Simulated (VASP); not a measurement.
Write the native input for VASP 6.6.1 that does the following.

- Task: single point
- Functional: r2SCAN
- Dispersion: D3(BJ)
- Potentials or basis: VASP PAW PBE potentials, release 64 (Ru_pv)
- Cutoff: 520 eV
- k mesh: 11 × 11 × 6
- Occupations: fermi-dirac, width 0.05 eV
- Spin: no spin polarisation
- Dipole correction: no
- Further INCAR settings: ALGO = Normal; EDIFF = 1e-06; NBANDS = 21

Ru:

```
Ru
1.0
     2.66923    0.00000    0.00000
    -1.33462    2.31162    0.00000
     0.00000    0.00000    4.22403
Ru
2
Direct
  0.66667 0.33333 0.75000
  0.33333 0.66667 0.25000
```

These files were run (other wordings do the same):

POSCAR

```
Ru
1.0
    2.6692306523      0.0000000000      0.0000000000
   -1.3346153261      2.3116215535      0.0000000000
    0.0000000000      0.0000000000      4.2240293924
Ru
2
Direct
    0.6666666667      0.3333333333      0.7500000000
    0.3333333333      0.6666666667      0.2500000000
```

INCAR.step1

```
SYSTEM = Ru
PREC = Accurate
ENCUT = 520
ISMEAR = -1
SIGMA = 0.05
LREAL = .False.
LASPH = .True.
NELM = 100
NBANDS = 21
GGA = PE
ALGO = Normal
EDIFF = 1E-4
LWAVE = .True.
LCHARG = .False.
```

INCAR.step2

```
SYSTEM = Ru
PREC = Accurate
ENCUT = 520
EDIFF = 1E-6
ISMEAR = -1
SIGMA = 0.05
LREAL = .False.
LASPH = .True.
NELM = 100
ALGO = Normal
ISIF = 2
LWAVE = .False.
LCHARG = .False.
METAGGA = R2SCAN
LMIXTAU = .True.
IVDW = 12
VDW_S6 = 1.0
VDW_S8 = 0.78981345
VDW_A1 = 0.49484001
VDW_A2 = 5.73083694
NBANDS = 21
ISTART = 1
```

KPOINTS

```
Automatic mesh
0
Gamma
  11 11 6
  0 0 0
```

Potentials or basis: VASP PAW PBE potentials, release 64 (Ru_pv).

Launch:

```bash
$ cat potpaw_PBE.64/Ru_pv/POTCAR > POTCAR
$ cp INCAR.step1 INCAR
$ mpirun -np 1 vasp_std > vasp.out
$ cp INCAR.step2 INCAR
$ mpirun -np 1 vasp_std > vasp.out
```

Results of the run:

```
Pressure                   : 10.8 GPa
Band gap on the k mesh     : zero (band 14 reaches 15.16 eV, above the bottom of band 15 at 11.74 eV)
Dispersion energy per atom : -0.306 eV
```

Caveat: the PAW data sets were made with another functional, which shifts forces and pressure a little; pairwise dispersion overbinds metals, which lowers pressure and volume.

Wall time 53 s on 1 thread of AMD EPYC 9R45 (Zen 5), with other jobs on the host, peak memory 0.13 GiB.
